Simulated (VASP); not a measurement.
# TiN (Fm-3m) in VASP: single point with PBE

Aim: the single point of TiN with PBE.

All numbers are computed with VASP 6.6.1; they aren't measurements. Logs are shortened: lines on timing, memory, paths and dates and some standing lists are left out, and cuts for length are marked.

### Step 1. The cell of the first run

Symmetry: Fm-3m, No. 225, cubic system. Conventional cell: a = 4.247 Å, b = 4.247 Å, c = 4.247 Å, α = 90.00°, β = 90.00°, γ = 90.00°. Within 2.8 Å of Ti (site symmetry m-3m) lie 6 N at 2.12 Å. N (site symmetry m-3m) has 6 Ti at 2.12 Å within 2.8 Å.

### Step 2. Single point, PBE

Contents of INCAR:

```
ALGO = Normal ; EDIFF = 1E-6
ENCUT = 520 ; GGA = PE
ISIF = 2 ; ISMEAR = 0
LASPH = True ; LCHARG = False
LREAL = False ; LWAVE = False
NBANDS = 25 ; NELM = 100
PREC = Accurate ; SIGMA = 0.1
```

Contents of KPOINTS:

```
k-points
0
Gamma
  18 18 12
```

Contents of POSCAR:

```
TiN
1.0
    2.1233983138      2.1233983138      0.0000000000
   -2.1233983138      2.1233983138      0.0000000000
    0.0000000000      0.0000000000      4.2467966276
Ti N
2 2
Direct
    0.0000000000      0.0000000000      0.0000000000
    0.5000000000      0.5000000000      0.5000000000
    0.5000000000      0.5000000000      0.0000000000
    0.0000000000      0.0000000000      0.5000000000
```

Potentials or basis: VASP PAW PBE potentials, release 64 (Ti_sv, N).

The run is started by

```
cat potpaw_PBE.64/Ti_sv/POTCAR potpaw_PBE.64/N/POTCAR > POTCAR
mpirun -np 1 vasp_std > vasp.out
```

OUTCAR:

```text
EDIFF = 1E-6
   ENCUT = 520
   GGA = PE
   ISIF = 2
   ISMEAR = 0
   LASPH = True
   LREAL = False
   NELM = 100
   PREC = Accurate

 ion  position               nearest neighbor table
   1  0.000  0.000  0.000-   3 2.12   4 2.12   4 2.12   3 2.12   3 2.12   3 2.12
   2  0.500  0.500  0.500-   3 2.12   4 2.12   3 2.12   4 2.12   4 2.12   4 2.12
   3  0.500  0.500  0.000-   1 2.12   2 2.12   2 2.12   1 2.12   1 2.12   1 2.12
   4  0.000  0.000  0.500-   1 2.12   2 2.12   1 2.12   2 2.12   2 2.12   2 2.12

  LATTYP: Found a simple tetragonal cell.
 ALAT       =     3.0029386937
 C/A-ratio  =     1.4142135624

  Lattice vectors:

 A1 = (   2.1233983138,   2.1233983138,   0.0000000000)
 A2 = (  -2.1233983138,   2.1233983138,   0.0000000000)
 A3 = (   0.0000000000,   0.0000000000,   4.2467966276)

Analysis of symmetry for initial positions (statically):
=====================================================================
 Subroutine PRICEL returns following result:

  LATTYP: Found a face centered cubic cell.
 ALAT       =     4.2467966276

  Lattice vectors:

 A1 = (   0.0000000000,  -2.1233983138,  -2.1233983138)
 A2 = (   2.1233983138,   0.0000000000,  -2.1233983138)
 A3 = (   2.1233983138,  -2.1233983138,  -0.0000000000)

   2 primitive cells build up your supercell.

 Routine SETGRP: Setting up the symmetry group for a
 simple tetragonal supercell.

 Subroutine GETGRP returns: Found 16 space group operations
 (whereof 16 operations were pure point group operations)
 out of a pool of 16 trial point group operations.

The static configuration has the point symmetry D_4h.

Analysis of symmetry for dynamics (positions and initial velocities):
=====================================================================
 Subroutine PRICEL returns following result:

  LATTYP: Found a face centered cubic cell.
 ALAT       =     4.2467966276

  Lattice vectors:

 A1 = (   0.0000000000,  -2.1233983138,  -2.1233983138)
 A2 = (   2.1233983138,   0.0000000000,  -2.1233983138)
 A3 = (   2.1233983138,  -2.1233983138,  -0.0000000000)

   2 primitive cells build up your supercell.

 Routine SETGRP: Setting up the symmetry group for a
 simple tetragonal supercell.

 Subroutine GETGRP returns: Found 16 space group operations
 (whereof 16 operations were pure point group operations)
 out of a pool of 16 trial point group operations.

The dynamic configuration has the point symmetry D_4h.

 Subroutine INISYM returns: Found 16 space group operations
 (whereof 16 operations are pure point group operations),
 and found     2 'primitive' translations

----------------------------------------------------------------------------------------

                                     Primitive cell

  volume of cell :      19.1480

  direct lattice vectors                    reciprocal lattice vectors
     0.000000000 -2.123398314 -2.123398314    -0.235471601 -0.235471601 -0.235471601
     2.123398314  0.000000000 -2.123398314     0.235471601  0.235471601 -0.235471601
     2.123398314 -2.123398314 -0.000000000     0.235471601 -0.235471601  0.235471601

  length of vectors
     3.002938694  3.002938694  3.002938694     0.407848776  0.407848776  0.407848776

  position of ions in fractional coordinates (direct lattice)
     0.000000000  0.000000000  0.000000000
     0.500000000  0.500000000  0.500000000

  ion indices of the primitive-cell ions
   primitive index   ion index
                 1           1
                 2           4

----------------------------------------------------------------------------------------

 KPOINTS: k-points

Automatic generation of k-mesh.
 Grid dimensions read from file:
 generate k-points for:   18   18   12

 Generating k-lattice:

  Cartesian coordinates                     Fractional coordinates (reciprocal lattice)
     0.013081756  0.013081756  0.000000000     0.055555556  0.000000000  0.000000000
    -0.013081756  0.013081756  0.000000000     0.000000000  0.055555556  0.000000000
     0.000000000  0.000000000  0.019622633     0.000000000  0.000000000  0.083333333

  Length of vectors
     0.018500396  0.018500396  0.019622633

  Shift w.r.t. Gamma in fractional coordinates (k-lattice)
     0.000000000  0.000000000  0.000000000

 Subroutine IBZKPT returns following result:
 ===========================================

 Found    385 irreducible k-points:

 Following reciprocal coordinates:
            Coordinates               Weight
  0.000000  0.000000  0.000000      1.000000
  0.055556  0.000000  0.000000      4.000000
  0.111111  0.000000  0.000000      4.000000
  0.166667  0.000000  0.000000      4.000000
  0.222222  0.000000  0.000000      4.000000
  0.277778  0.000000  0.000000      4.000000
[... 16 lines left out ...]
  0.277778  0.111111  0.000000      8.000000
  0.333333  0.111111  0.000000      8.000000
 [... further k-points ...]
   k-points           NKPTS =    385   k-points in BZ     NKDIM =    385   number of bands    NBANDS=     25
   number of dos      NEDOS =    301   number of ions     NIONS =      4
   total plane-waves  NPLWV =  18432
   dimension x,y,z NGX =    24 NGY =   24 NGZ =   32
   dimension x,y,z NGXF=    48 NGYF=   48 NGZF=   64
   ions per type =               2   2
   NGX,Y,Z   is equivalent  to a cutoff of  13.29, 13.29, 12.53 a.u.
   NGXF,Y,Z  is equivalent  to a cutoff of  26.57, 26.57, 25.05 a.u.
 SYSTEM =  unknown system
   PREC   = accura    normal or accurate (medium, high low for compatibility)
   ISTART =      0    job   : 0-new  1-cont  2-samecut
   ICHARG =      2    charge: 1-file 2-atom 10-const
   ISPIN  =      1    spin polarized calculation?
   LNONCOLLINEAR =      F non collinear calculations
   LSORBIT =      F    spin-orbit coupling
   LASPH  =      T    aspherical Exc in radial PAW
   ENCUT  =  520.0 eV  38.22 Ry    6.18 a.u.   5.58  5.58  7.90*2*pi/ulx,y,z
   NELM   =    100;   NELMIN=  2; NELMDL= -5     # of ELM steps
   EDIFF  = 0.1E-05   stopping-criterion for ELM
   LREAL  =      F    real-space projection
   EDIFFG = 0.1E-04   stopping-criterion for IOM
   NSW    =      0    number of steps for IOM
   IBRION =     -1    ionic relax: 0-MD 1-quasi-New 2-CG
   NFREE  =      0    steps in history (QN), initial steepest desc. (CG)
   ISIF   =      2    stress and relaxation
   ISYM   =      2    0-nonsym 1-usesym 2-fastsym
   POTIM  = 0.5000    time-step for ionic-motion
   TEBEG  =    0.0;   TEEND  =   0.0 temperature during run
   PSTRESS=    0.0 pullay stress
   NELECT =      34.0000    total number of electrons
   NUPDOWN=      -1.0000    fix difference up-down
   EMIN   =  10.00;   EMAX   =-10.00  energy-range for DOS
   EFERMI =   0.00;   METHOD = LEGACY
   ISMEAR =     0;   SIGMA  =   0.10  broadening in eV -4-tet -1-fermi 0-gaus
   EFERMI_NEDOS =   21; number of points for ismear=-14 and -15
   IALGO  =     38    algorithm
   IMIX   =      4    mixing-type and parameters
     AMIX     =   0.40;   BMIX     =  1.00
     AMIX_MAG =   1.60;   BMIX_MAG =  1.00
  volume/ion in A,a.u.               =       9.57        64.61
  Fermi-wavevector in a.u.,A,eV,Ry     =   1.573438  2.973367 33.684046  2.475708
  Thomas-Fermi vector in A             =   2.674722
   LORBIT       =      0    0 simple, 1 ext, 2 COOP (PROOUT), +10 PAW based schemes
   GGA     = PE    functional components
   LHFCALC =     F    Hartree Fock is set to
   AEXX    =    0.0000 exact exchange contribution
   IVDW    =     0    specifies the selected vdW correction
   LEPSILON=     F    determine dielectric tensor
   LRPA    =     F    only Hartree local field effects (RPA)
 non-spin polarized calculation
 Gauss-broadening in eV      SIGMA  =   0.10
  energy-cutoff  :      520.00
  volume of cell :       38.30
 maximum number of plane-waves:      1056
 NGX is ok and might be reduce to    24
   NGX = 11   NGY = 11   NGZ = 15

 number of electron      33.9999988 magnetization

 Free energy of the ion-electron system (eV)
  ---------------------------------------------------
  ext. energy  EPLUGINS =         0.00000000
  ---------------------------------------------------
  free energy    TOTEN  =       -39.27863558 eV

  energy without entropy =      -39.27038959  energy(sigma->0) =      -39.27451258

 E-fermi :  11.3956     XC(G=0): -13.0002

 val. band max:       11.3891936113   @ k =   0.0000   0.0000   0.1667
 cond. band min:      11.4020132022   @ k =   0.3333   0.1111   0.2500
 fundamental gap:      0.0128195909
 Fermi energy:        11.3956117029

 k-point     1 :       0.0000    0.0000    0.0000
  band No.  band energies     occupation
      1     -46.4777      2.00000
      2     -46.3520      2.00000
      3     -22.9850      2.00000
      4     -22.6619      2.00000
      5     -22.6619      2.00000
      6     -22.4598      2.00000
[... 17 lines left out ...]
     24      13.7654      0.00000
     25      13.7654      0.00000

 k-point     2 :       0.0556    0.0000    0.0000
  band No.  band energies     occupation
      1     -46.4758      2.00000
      2     -46.3520      2.00000
      3     -22.9801      2.00000
      4     -22.6709      2.00000
      5     -22.6590      2.00000
      6     -22.4723      2.00000
[... 17 lines left out ...]
     24      13.7451      0.00000
     25      13.7643      0.00000

 k-point     3 :       0.1111    0.0000    0.0000
  band No.  band energies     occupation
      1     -46.4702      2.00000
      2     -46.3521      2.00000
      3     -22.9657      2.00000
      4     -22.6966      2.00000
      5     -22.6506      2.00000
      6     -22.5082      2.00000
[... 17 lines left out ...]
     24      13.6844      0.00000
     25      13.7596      0.00000

 k-point     4 :       0.1667    0.0000    0.0000
  band No.  band energies     occupation
      1     -46.4614      2.00000
      2     -46.3524      2.00000
      3     -22.9426      2.00000
      4     -22.7355      2.00000
      5     -22.6373      2.00000
      6     -22.5632      2.00000
[... 17 lines left out ...]
     24      13.7463      0.00000
     25      14.1411      0.00000

 k-point     5 :       0.2222    0.0000    0.0000
  band No.  band energies     occupation
      1     -46.4499      2.00000
      2     -46.3535      2.00000
      3     -22.9116      2.00000
      4     -22.7820      2.00000
      5     -22.6309      2.00000
      6     -22.6200      2.00000
[... 17 lines left out ...]
     24      14.4380      0.00000
     25      14.7941      0.00000

 k-point     6 :       0.2778    0.0000    0.0000
  band No.  band energies     occupation
      1     -46.4367      2.00000
      2     -46.3556      2.00000
      3     -22.8742      2.00000
      4     -22.8294      2.00000
      5     -22.7038      2.00000
      6     -22.5998      2.00000
[... 17 lines left out ...]
     24      14.9195      0.00000
     25      15.2218      0.00000
[... 393 lines left out ...]
 k-point    21 :       0.1667    0.1111    0.0000
  band No.  band energies     occupation
      1     -46.4544      2.00000
      2     -46.3520      2.00000
      3     -22.9255      2.00000
      4     -22.7322      2.00000
      5     -22.6637      2.00000
      6     -22.5791      2.00000
[... 17 lines left out ...]
     24      13.9071      0.00000
     25      14.1565      0.00000

 k-point    22 :       0.2222    0.1111    0.0000
  band No.  band energies     occupation
      1     -46.4434      2.00000
      2     -46.3527      2.00000
      3     -22.8960      2.00000
      4     -22.7774      2.00000
      5     -22.6474      2.00000
      6     -22.6426      2.00000
[... 17 lines left out ...]
     24      14.4288      0.00000
     25      14.5431      0.00000

 k-point    23 :       0.2778    0.1111    0.0000
  band No.  band energies     occupation
      1     -46.4306      2.00000
      2     -46.3544      2.00000
      3     -22.8605      2.00000
      4     -22.8247      2.00000
      5     -22.7124      2.00000
      6     -22.6274      2.00000
[... 17 lines left out ...]
     24      14.7591      0.00000
     25      15.0049      0.00000

 k-point    24 :       0.3333    0.1111    0.0000
  band No.  band energies     occupation
      1     -46.4169      2.00000
      2     -46.3576      2.00000
      3     -22.8667      2.00000
      4     -22.8204      2.00000
      5     -22.7799      2.00000
      6     -22.6056      2.00000
[... 17 lines left out ...]
     24      14.7295      0.00000
     25      15.5743      0.00000

 [... further k-points ...]

------------------------ aborting loop because EDIFF is reached ----------------------------------------

  FORCE on cell =-STRESS in cart. coord.  units (eV):
  Direction    XX          YY          ZZ          XY          YZ          ZX
  --------------------------------------------------------------------------------------
  -------------------------------------------------------------------------------------
  Total        0.0788737      0.0788737      0.1804134      0.0000000      0.0000000     -0.0000000
  in kB        3.2998069      3.2998069      7.5478785      0.0000000      0.0000000     -0.0000000
  external PRESSURE =       4.7158308 kB  Pullay stress =       0.0000000 kB

 VOLUME and BASIS-vectors are now :
 -----------------------------------------------------------------------------
  energy-cutoff  :      520.00
  volume of cell :       38.30
      direct lattice vectors                 reciprocal lattice vectors
     2.123398314  2.123398314  0.000000000     0.235471601  0.235471601  0.000000000
    -2.123398314  2.123398314  0.000000000    -0.235471601  0.235471601  0.000000000
     0.000000000  0.000000000  4.246796628     0.000000000  0.000000000  0.235471601

 POSITION                                       TOTAL-FORCE (eV/Angst)
 -----------------------------------------------------------------------------------
      0.00000      0.00000      0.00000        -0.000000     -0.000000      0.000000
      0.00000      2.12340      2.12340        -0.000000     -0.000000     -0.000000
      0.00000      2.12340      0.00000         0.000000      0.000000      0.000000
      0.00000      0.00000      2.12340         0.000000     -0.000000      0.000000
 -----------------------------------------------------------------------------------
    total drift:                                0.000000      0.000000     -0.000000

  FREE ENERGIE OF THE ION-ELECTRON SYSTEM (eV)
  ---------------------------------------------------
  free  energy   TOTEN  =       -39.2786355781 eV

  energy  without entropy=      -39.2703895894  energy(sigma->0) =      -39.27451258
```

It took 6.6 min on 1 thread of Intel Xeon 8259CL, shared host; peak memory 0.4 GiB.

What came out:

| Item | Value |
| --- | --- |
| Free energy | -39.2786 eV |
| Pressure | 0.5 GPa |
| Band gap on the k mesh | zero (bands 17 and 18 overlap by 4.72 eV) |

Levels at points of the mesh, in eV from the Fermi level:
```
           k point  band 15  band 16  band 17  band 18  band 19  band 20
(0.00, 0.00, 0.00)    -2.04    -2.03    -2.03    -0.61    -0.61    -0.61
(0.50, 0.00, 0.00)    -5.04    -5.04     0.92     0.92     1.68     1.68
(0.50, 0.50, 0.00)    -3.22    -3.22    -3.04    -3.04     1.63     1.63
(0.00, 0.00, 0.50)    -3.24    -3.24    -1.97    -1.97     1.08     1.08
(0.50, 0.00, 0.50)    -5.45    -5.45     1.67     1.67     1.67     1.67
(0.50, 0.50, 0.50)    -5.34    -5.34     0.92     0.92     0.92     0.92
```
